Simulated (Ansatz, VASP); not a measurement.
**MnSb in VASP and in Ansatz**

Contents of INCAR:

```
PREC = Accurate ; ENCUT = 520
EDIFF = 1E-6 ; ISMEAR = 0
SIGMA = 0.1 ; LREAL = False
LASPH = True ; NELM = 150
ALGO = Normal ; ISIF = 2
LWAVE = False ; LCHARG = True
ISPIN = 2 ; MAGMOM = 4 -4 0 0
LORBIT = 11 ; LMAXMIX = 4
GGA = PE ; LELF = True
LVHAR = True ; NBANDS = 30
```

KPOINTS

```
regular mesh
0
Gamma
  12 12 6
```

Contents of POSCAR:

```
MnSb
1.0
    3.3636440039      0.0000000000      3.3636440039
    0.0000000000      3.3636440039      3.3636440039
    0.0000000000      0.0000000000      6.7272880077
Mn Sb
2 2
Direct
    1.0000000000      0.0000000000      0.0000000000
    1.0000000000      0.0000000000      0.5000000000
    0.5000000000      0.5000000000      0.7500000000
    0.5000000000      0.5000000000      0.2500000000
```

Input for Ansatz:

```yaml
crystal:
  lattice:
    - [3.3636440039, 0.0, 3.3636440039]
    - [0.0, 3.3636440039, 3.3636440039]
    - [0.0, 0.0, 6.7272880077]
  atoms:
    - { symbol: Mn, position: [1.0, 0.0, 0.0], spin: 4.0 }
    - { symbol: Sb, position: [0.5, 0.5, 0.75] }
    - { symbol: Mn, position: [1.0, 0.0, 0.5], spin: -4.0 }
    - { symbol: Sb, position: [0.5, 0.5, 0.25] }
basis:
  ecutwfc: 420
kpoints:
  mp_grid: { grid: [12, 12, 6] }
hamiltonian:
  xc: pbe
scf:
  occupations: { method: gaussian, width: 0.1 }
  lower_state_search: "off"
output:
  forces: true
  stress: true
  eigenvalues: true
  populations: true
magnetization:
  spin_polarized: true
```

Alike in both runs: task single point; functional PBE; k mesh 12 × 12 × 6; occupations gaussian, width 0.1 eV; collinear spin.

|  | VASP | Ansatz |
| --- | --- | --- |
| version | VASP 6.6.1 | Ansatz 0.2.0 |
| potentials or method | VASP PAW PBE potentials, release 64 (Mn_pv, Sb), cutoff 520 eV | scalar-relativistic, plane waves, PAW |
| valence electrons in the cell | 36 | 60 |

```csv
,VASP,Ansatz,Ansatz less VASP
gap on the k mesh at the Fermi level (eV),none,none,-
pressure (GPa),-0.2,-0.2,+0.02
net moment per atom (μB),0.00,0.00,0.000
size of the moment on the site where the two differ most (μB),3.12,3.19,+0.067
```

Site moments also hang on the region over which each program counts them. A gap of «none» marks a metal or a gap that the smearing closes. The functional is the same, so the differences come from potentials, cutoffs and numerics. VASP's potentials hold 36 valence electrons a cell and Ansatz's 60, so a difference there can come from the potentials and not from the codes.

Spin-orbit coupling is off throughout.
